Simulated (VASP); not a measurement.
Input of a VASP 6.6.1 run:

Contents of POSCAR:

```
Si
1.0
    0.0237603625      2.7154700000      2.7154700000
    2.7392303625      0.0000000000      2.7392303625
    2.7154700000      2.7154700000      0.0237603625
Si
2
Direct
    0.5000000000      0.5000000000      0.5000000000
    0.7500000000      0.7500000000      0.7500000000
```

Contents of INCAR.step1:

```
PREC = Accurate ; ENCUT = 520
ISMEAR = 0 ; SIGMA = 0.05
LREAL = False ; LASPH = True
NELM = 80 ; NBANDS = 11
GGA = PE ; ALGO = Normal
EDIFF = 1E-4 ; LWAVE = True
LCHARG = False
```

Contents of INCAR.step2:

```
PREC = Accurate ; ENCUT = 520
EDIFF = 1E-6 ; ISMEAR = 0
SIGMA = 0.05 ; LREAL = False
LASPH = True ; NELM = 80
ALGO = Normal ; ISIF = 2
LWAVE = False ; LCHARG = True
METAGGA = R2SCAN ; LMIXTAU = True
LELF = True ; LVHAR = True
NBANDS = 11 ; ISTART = 1
```

File KPOINTS:

```
regular mesh
0
Gamma
  10 10 10
```

Potentials or basis: VASP PAW PBE potentials, release 64 (Si).

Launch:

```console
$ cat potpaw_PBE.64/Si/POTCAR > POTCAR
$ cp INCAR.step1 INCAR
$ mpirun -np 1 vasp_std > vasp.out
$ cp INCAR.step2 INCAR
$ mpirun -np 1 vasp_std > vasp.out
```

Task: Estimate the pressure.

Result: 0.5 GPa.

Task: What does it give for the band gap on the k mesh?

Result: 0.75 eV (least direct gap 2.60 eV).

Forces on the atoms (eV/Å):
```
Si   0.000  0.170  0.000
Si   0.000 -0.170  0.000
```

Caveat: the cell differs from its parent crystal (strain +0.0175 x Voigt [0, 0, 0, 0, 1, 0]); the PAW data sets were made with another functional, which shifts forces and pressure a little. A k mesh can miss the band edges.
